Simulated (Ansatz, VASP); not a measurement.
# One calculation of ZrSi2O6, two programs

```
CELL_PARAMETERS angstrom
4.98732 -2.50341 -0.00150
4.98732 2.50341 -0.00150
-0.18395 0.00000 5.89481
ATOMIC_POSITIONS crystal
Zr 0.54281 0.45719 0.50000
Si 0.98620 0.51968 0.15472
Si 0.48032 0.01380 0.84528
O 0.87542 0.37127 0.31609
O 0.15376 0.30652 0.93076
O 0.62873 0.12458 0.68391
O 0.20833 0.56879 0.29716
O 0.69348 0.84624 0.06924
O 0.43121 0.79167 0.70284
```

Alike in both runs: task single point; functional r2SCAN; k mesh 6 × 6 × 4; occupations gaussian, width 0.02 eV; no spin polarisation.

|  | VASP | Ansatz |
| --- | --- | --- |
| version | VASP 6.6.1 | Ansatz 0.2.0 |
| potentials or method | VASP PAW PBE potentials, release 64 (Zr_sv, Si, O), cutoff 520 eV | scalar-relativistic, plane waves, PAW |
| valence electrons in the cell | 56 | 56 |

|  | VASP | Ansatz | Ansatz less VASP |
| --- | --- | --- | --- |
| gap on the k mesh at the Fermi level (eV) | 5.69 | 5.70 | +0.001 |
| least direct gap on the mesh (eV) | 5.94 | 5.94 | 0.000 |
| pressure (GPa) | -3.2 | -3.5 | -0.23 |
| traceless stress, the component that is largest in VASP (GPa) | -0.08 | -0.04 | +0.036 |
| rms of the force components (eV/Å) | 0.163 | 0.167 | +0.0038 |

VASP's potentials were made for PBE, not for r2SCAN. Atom by atom the forces differ by 0.008 eV/Å (rms over components).
